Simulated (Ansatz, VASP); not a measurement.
## Two plane-wave programs on Ga

```xyz
3
Lattice="4.8106 0.0000 0.0000 -2.4053 4.1661 0.0000 0.0000 0.0000 3.0885" Properties=species:S:1:pos:R:3 pbc="T T T"
Ga    0.0000    0.0000    0.0000
Ga    0.0000    2.7774    1.5443
Ga    2.4053    1.3887    1.5443
```

Alike in both runs: task single point; functional revPBE; k mesh 9 × 9 × 12; occupations fermi-dirac, width 0.1 eV; no spin polarisation.

|  | VASP | Ansatz |
| --- | --- | --- |
| version | VASP 6.6.1 | Ansatz 0.2.0 |
| potentials or method | VASP PAW PBE potentials, release 64 (Ga_d), cutoff 520 eV | plane waves (420 eV) with PAW, scalar-relativistic |
| valence electrons in the cell | 39 | 39 |

```csv
,VASP,Ansatz,Ansatz less VASP
pressure (GPa),-1.2,-1.4,-0.17
"traceless stress, the component that is largest in VASP (GPa)",-0.28,-0.25,+0.029
```

VASP's potentials were made for PBE, not for revPBE.
